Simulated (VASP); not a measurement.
Input of a VASP 6.6.1 run:

The input INCAR:

```
PREC = Accurate ; ENCUT = 520
EDIFF = 1E-7 ; ISMEAR = 0
SIGMA = 0.03 ; LREAL = False
LASPH = True ; NELM = 100
ALGO = Normal ; ISIF = 2
LWAVE = False ; LCHARG = True
GGA = PS ; LELF = True
LVHAR = True ; NBANDS = 31
```

File KPOINTS:

```
Automatic mesh
0
Gamma
  6 6 6
```

The input POSCAR:

```
Si7Ge
1.0
    5.4591768144      0.0000000000      0.0000000000
    0.0000000000      5.4591768144      0.0000000000
    0.0000000000      0.0000000000      5.4591768144
Si Ge
7 1
Direct
    0.2525976817      0.2525976817      0.2732051842
    0.0000000000      0.5000000000      0.5206075025
    0.5000000000      0.5000000000      0.0206075025
    0.5000000000      0.0000000000      0.5206075025
    0.7474023183      0.2525976817      0.7680098208
    0.7474023183      0.7474023183      0.2732051842
    0.2525976817      0.7474023183      0.7680098208
    0.0000000000      0.0000000000      0.0000000000
```

Potentials or basis: VASP PAW PBE potentials, release 64 (Si, Ge_d).

Run with:

```sh
$ cat potpaw_PBE.64/Si/POTCAR potpaw_PBE.64/Ge_d/POTCAR > POTCAR
$ mpirun -np 1 vasp_std > vasp.out
```

(1) Estimate the largest force.

(2) Estimate the pressure.

Results:

(1) 1.397 eV/Å.

(2) 0.2 GPa.

Caveat: the cell differs from its parent crystal (all Si atoms moved +0.113 Å, as atom 1 along Cartesian [0 0 1]); the PAW data sets were made with another functional, which shifts forces and pressure a little.
